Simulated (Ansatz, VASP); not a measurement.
One calculation of Ag, two programs

```xyz
2
Lattice="2.9103 0.0000 0.0000 -1.4552 2.5204 0.0000 0.0000 0.0000 4.7579" Properties=species:S:1:pos:R:3 pbc="T T T"
Ag    0.0000    1.6803    1.1895
Ag    1.4552    0.8401    3.5684
```

Change from the starting cell: volume scaled by 0.98.

Alike in both runs: task single point; functional LDA; k mesh 14 × 14 × 8; occupations fermi-dirac, width 0.05 eV; no spin polarisation.

|  | VASP | Ansatz |
| --- | --- | --- |
| version | VASP 6.6.1 | Ansatz 0.2.0 |
| potentials or method | VASP PAW LDA potentials, release 64 (Ag), cutoff 520 eV | all-electron LAPW, scalar-relativistic |

|  | VASP | Ansatz | Ansatz less VASP |
| --- | --- | --- | --- |
| pressure (GPa) | -8.9 | -9.0 | -0.15 |
| traceless stress, the component that is largest in VASP (GPa) | -0.24 | -0.23 | +0.010 |

LDA's correlation is that of Perdew and Zunger in VASP and of Perdew and Wang (1992) in Ansatz. Ansatz ran all-electron here, and VASP with PAW potentials.
